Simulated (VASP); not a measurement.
A run of VASP 6.6.1:

The input INCAR:

```
PREC = Accurate ; ENCUT = 520
EDIFF = 1E-6 ; ISMEAR = -1
SIGMA = 0.05 ; LREAL = False
LASPH = True ; NELM = 100
ALGO = Normal ; ISIF = 2
LWAVE = False ; LCHARG = True
GGA = PE ; LELF = True
LVHAR = True ; NBANDS = 13
```

File KPOINTS:

```
regular mesh
0
Gamma
  9 9 9
```

The input POSCAR:

```
W
1.0
    2.6398408612      0.0000000000      0.0000000000
    0.0000000000      2.6398408612      0.0000000000
    0.0000000000      0.0000000000      2.6398408612
W
1
Direct
    0.0000000000      0.0000000000      0.0000000000
```

Potentials or basis: VASP PAW PBE potentials, release 64 (W_sv).

Run with:

```sh
$ cat potpaw_PBE.64/W_sv/POTCAR > POTCAR
$ mpirun -np 1 vasp_std > vasp.out
```

Hardware: 1 thread of Intel Xeon 8259CL (shared host).

Question: How long does it take, and how much memory?

Answer: Wall time 10 s on 1 thread of Intel Xeon 8259CL, on a shared host, peak memory 0.13 GiB. Counts: scf iterations 11, k points 35.
